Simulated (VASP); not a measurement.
Input of a VASP 6.6.1 run:

Contents of POSCAR:

```
MgO
1.0
    0.5204527220      2.4245480462      2.4245480462
    2.4245480462      0.5204527220      2.4245480462
    2.4245480462      2.4245480462      0.5204527220
Mg O
1 1
Direct
    0.0000000000      0.0000000000      0.0000000000
    0.5000000000      0.5000000000      0.5000000000
```

INCAR.step1

```
SYSTEM = MgO
ALGO = Normal
EDIFF = 1E-5
ENCUT = 920
GGA = PE
GGA_COMPAT = .False.
ISMEAR = 0
LASPH = .True.
LCHARG = .False.
LREAL = .False.
LWAVE = .True.
NBANDS = 15
NELM = 120
PREC = Accurate
SIGMA = 0.05
```

Contents of INCAR.step2:

```
SYSTEM = MgO
ALGO = Normal
EDIFF = 1E-6
ENCUT = 920
GGA_COMPAT = .False.
ISIF = 2
ISMEAR = 0
ISTART = 1
LASPH = .True.
LCHARG = .True.
LELF = .True.
LMIXTAU = .True.
LREAL = .False.
LVHAR = .True.
LWAVE = .False.
METAGGA = R2SCAN
NBANDS = 15
NELM = 120
PREC = Accurate
SIGMA = 0.05
```

File KPOINTS:

```
k-points
0
Gamma
  10 10 10
  0 0 0
```

Potentials or basis: VASP PAW PBE potentials, release 64 (Mg_sv, O).

Launch:

```sh
$ cat potpaw_PBE.64/Mg_sv/POTCAR potpaw_PBE.64/O/POTCAR > POTCAR
$ cp INCAR.step1 INCAR
$ mpirun -np 1 vasp_std > vasp.out
$ cp INCAR.step2 INCAR
$ mpirun -np 1 vasp_std > vasp.out
```

Problem. Estimate the pressure.

Solution. -2.1 GPa.

Problem. What does it give for the band gap on the k mesh?

Solution. 0.98 eV.

Stress tensor (GPa, compression positive):
```
 -2.14 -47.93 -47.93
-47.93  -2.14 -47.93
-47.93 -47.93  -2.14
```

Caveat: the PAW data sets were made with another functional, which shifts forces and pressure a little.
